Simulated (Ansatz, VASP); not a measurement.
Ta: VASP beside Ansatz

The input INCAR:

```
SYSTEM = Ta
PREC = Accurate
ENCUT = 520
EDIFF = 1E-6
ISMEAR = -1
SIGMA = 0.05
LREAL = .FALSE.
LASPH = .TRUE.
NELM = 80
ALGO = Normal
ISIF = 2
LWAVE = .FALSE.
LCHARG = .TRUE.
LELF = .TRUE.
LVHAR = .TRUE.
NBANDS = 12
```

The input KPOINTS:

```
regular mesh
0
G
  22 22 22
  0 0 0
```

The input POSCAR:

```
Ta
1.0
   -1.6264959672      1.6264959672      1.6264959672
    1.6264959672     -1.6264959672      1.6264959672
    1.6264959672      1.6264959672     -1.6264959672
Ta
1
Direct
    0.0000000000      0.0000000000      0.0000000000
```

Input for Ansatz:

```yaml
crystal:
  lattice:
    - [-1.6264959672, 1.6264959672, 1.6264959672]
    - [1.6264959672, -1.6264959672, 1.6264959672]
    - [1.6264959672, 1.6264959672, -1.6264959672]
  atoms:
    - { symbol: Ta, position: [0.0, 0.0, 0.0] }
kpoints:
  mp_grid: { grid: [22, 22, 22] }
scf:
  occupations: { method: fermi_dirac, width: 0.05 }
hamiltonian:
  xc: lda
  pseudopotentials: { kind: all_electron, datasets: crystal }
output:
  forces: true
  stress: true
  eigenvalues: true
```

Alike in both runs: task single point; functional LDA; k mesh 22 × 22 × 22; occupations fermi-dirac, width 0.05 eV; no spin polarisation.

|  | VASP | Ansatz |
| --- | --- | --- |
| version | VASP 6.6.1 | Ansatz 0.2.0 |
| potentials or method | VASP PAW LDA potentials, release 64 (Ta_pv), cutoff 520 eV | all-electron PAW with datasets made for the crystal, scalar-relativistic |

|  | VASP | Ansatz | Ansatz less VASP |
| --- | --- | --- | --- |
| pressure (GPa) | 0.8 | -0.2 | -1.05 |

LDA's correlation is that of Perdew and Zunger in VASP and of Perdew and Wang (1992) in Ansatz. Ansatz ran all-electron here, and VASP with PAW potentials.

Spin-orbit coupling is off throughout.
